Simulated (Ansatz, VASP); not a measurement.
# ScSi2: VASP beside Ansatz

The input INCAR:

```
ALGO = Normal
EDIFF = 1E-8
ENCUT = 520
GGA = PS
ISIF = 2
ISMEAR = -1
LASPH = T
LCHARG = F
LEFG = T
LREAL = F
LWAVE = F
NBANDS = 16
NELM = 80
PREC = Accurate
SIGMA = 0.05
```

KPOINTS

```
k-points
0
Gamma
  13 13 11
```

File POSCAR:

```
ScSi2
1.0
    3.6599987106      0.0000000000      0.0000000000
   -1.8299993553      3.1696518612      0.0000000000
    0.0000000000      0.0000000000      3.8700000000
Sc Si
1 2
Direct
    0.0000000000      0.0000000000      0.0000000000
    0.3333333333      0.6666666667      0.5000000000
    0.6666666667      0.3333333333      0.5000000000
```

Input for Ansatz:

```yaml
crystal:
  lattice:
    - [3.6599987106, 0.0, 0.0]
    - [-1.8299993553, 3.1696518612, 0.0]
    - [0.0, 0.0, 3.87]
  atoms:
    - { symbol: Sc, position: [0.0, 0.0, 0.0] }
    - { symbol: Si, position: [0.3333333333, 0.6666666667, 0.5] }
    - { symbol: Si, position: [0.6666666667, 0.3333333333, 0.5] }
kpoints:
  mp_grid: { grid: [13, 13, 11] }
  band_path:
    path:
      - [0.0, 0.0, 0.0]
      - [0.5, 0.0, 0.0]
      - [0.3333333333, 0.3333333333, 0.0]
      - [0.0, 0.0, 0.0]
      - [0.0, 0.0, 0.5]
      - [0.5, 0.0, 0.5]
      - [0.3333333333, 0.3333333333, 0.5]
      - [0.0, 0.0, 0.5]
      - [0.5, 0.0, 0.5]
    npoints: 8
scf:
  occupations: { method: fermi_dirac, width: 0.05 }
hamiltonian:
  xc: pbesol
  pseudopotentials: { kind: all_electron, datasets: crystal }
output:
  forces: true
  stress: true
  eigenvalues: true
  efg: { contact_densities: true }
```

Alike in both runs: task electric field gradients; functional PBEsol; k mesh 13 × 13 × 11; occupations fermi-dirac, width 0.05 eV; no spin polarisation.

```csv
,VASP,Ansatz
version,VASP 6.6.1,Ansatz 0.2.0
potentials or method,"VASP PAW PBE potentials, release 64 (Sc_sv, Si), cutoff 520 eV","all-electron PAW with datasets made for the crystal, scalar-relativistic"
```

Ansatz gave:

```
pressure (GPa)                                                : 21.7
traceless stress, the component that is largest in VASP (GPa) : -24.48
size of Vzz on the site where it differs most (V/Å²)          : 9.8
```

Question: Which values does VASP return?

Answer: Pressure (GPa): 22.1; traceless stress, the component that is largest in VASP (GPa): -24.62; size of Vzz on the site where it differs most (V/Å²): 16.4.

VASP's potentials were made for PBE, not for PBEsol. Ansatz ran all-electron here, and VASP with PAW potentials. Ansatz's warnings: printed levels off.
